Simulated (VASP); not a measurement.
Runs of VASP 6.6.1 on La. The structure is that of space group P6_3/mmc (No. 194), or close to it. The cells are those of the table. 

```csv
task,cell,k mesh,cutoff (eV),gap on the mesh (eV),pressure (GPa)
single point,"a = 3.105, b = 3.105, c = 5.236 Å, angles 90.0, 90.0, 120.0°, 2 atoms",16 × 16 × 9,520,none,(a)
single point,"a = 3.777, b = 3.777, c = 6.101 Å, angles 90.0, 90.0, 120.0°, 2 atoms",13 × 13 × 7,520,none,0.1
relaxation of shape and atoms at fixed volume,"relaxed from a = 2.851, b = 2.851, c = 4.605 Å, angles 90.0, 90.0, 120.0°, 2 atoms",13 × 13 × 7,600,none,101.2
relaxation of shape and atoms at fixed volume,"relaxed from a = 3.150, b = 3.150, c = 5.088 Å, angles 90.0, 90.0, 120.0°, 2 atoms",13 × 13 × 7,600,none,29.1
```

Alike in all rows: level PBE; potentials or basis VASP PAW PBE potentials, release 64 (La); no spin polarisation; smearing fermi-dirac 0.08 eV.

**Question.** Estimate the missing entries.

**Answer.** (a) 29.0.

Caveats: spin-orbit coupling is left out, which moves the levels of the heavy elements.

A k mesh can miss the band edges, and the runs leave out spin-orbit coupling on La.

A gap of «none» marks levels without a gap at the run's occupations.
